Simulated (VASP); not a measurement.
Input of a VASP 6.6.1 run:

The input INCAR:

```
PREC = Accurate
ENCUT = 520
EDIFF = 1E-6
ISMEAR = -1
SIGMA = 0.05
LREAL = F
LASPH = T
NELM = 60
ALGO = Normal
ISIF = 2
LWAVE = F
LCHARG = T
GGA = PS
LELF = T
LVHAR = T
NBANDS = 25
```

KPOINTS

```
Automatic mesh
0
Gamma
  10 10 5
```

The input POSCAR:

```
CuO
1.0
    2.3755041962     -1.7359473225      0.0000000000
    2.3755041962      1.7359473225      0.0000000000
   -0.8718787375      0.0000000000      5.1260155593
Cu O
2 2
Direct
    0.4968000000      0.0032000000      0.5000000000
    0.0032000000      0.4968000000      0.0000000000
    0.4056000000      0.5714000000      0.7537000000
    0.5714000000      0.4056000000      0.2537000000
```

Potentials or basis: VASP PAW PBE potentials, release 64 (Cu, O).

Command:

```console
$ cat potpaw_PBE.64/Cu/POTCAR potpaw_PBE.64/O/POTCAR > POTCAR
$ mpirun -np 1 vasp_std > vasp.out
```

**Question.** What does it give for the band gap on the k mesh?

**Answer.** Zero (band 17 reaches 5.26 eV, above the bottom of band 18 at 4.66 eV).

**Question.** Estimate the largest force.

**Answer.** 0.739 eV/Å.

**Question.** Predict the pressure.

**Answer.** -8.3 GPa.

Stress tensor (GPa, compression positive):
```
 -8.91   0.00  -0.20
  0.00  -4.97   0.00
 -0.20   0.00 -10.89
```

Caveat: the PAW data sets were made with another functional, which shifts forces and pressure a little; semilocal functionals often make such compounds metallic where correlation or magnetic order opens a gap, which also shifts bond lengths.
